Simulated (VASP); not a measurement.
# Pb: single point with LDA

Crystal: Pb.

```
Pb
1.0
     0.00000    2.47502    2.47502
     2.47502    0.00000    2.47502
     2.47502    2.47502    0.00000
Pb
1
Direct
  0.00000 0.00000 0.00000
```

```
Program                : VASP 6.6.1
Task                   : single point
Functional             : LDA
Potentials or basis    : VASP PAW LDA potentials, release 64 (Pb_d)
Cutoff                 : 500 eV
k mesh                 : 3 × 3 × 3
Occupations            : fermi-dirac, width 0.3 eV
Spin                   : no spin polarisation
Dipole correction      : no
Further INCAR settings : ALGO = Normal; EDIFF = 1e-06; NBANDS = 13
```

```
Pressure               : -2.4 GPa
Band gap on the k mesh : zero (bands 7 and 8 overlap by 8.89 eV)
```

Levels at points of the mesh, in eV from the Fermi level:
```
           k point  band 3  band 4  band 5  band 6  band 7  band 8  band 9  band 10
(0.00, 0.00, 0.00)  -15.92  -15.78  -15.78  -10.64    8.47    8.47    8.47    10.96
```

It took 2.2 s on 1 thread of Intel(R) Xeon(R) 6975P-C (Granite Rapids), on a shared host, peak memory 0.13 GiB.

Caveat: the k points lie up to 0.73 Å⁻¹ apart, too coarse for converged energies and pressures of a metal; so wide a smearing shifts energies and pressures; spin-orbit coupling is left out, which moves the levels of the heavy elements.
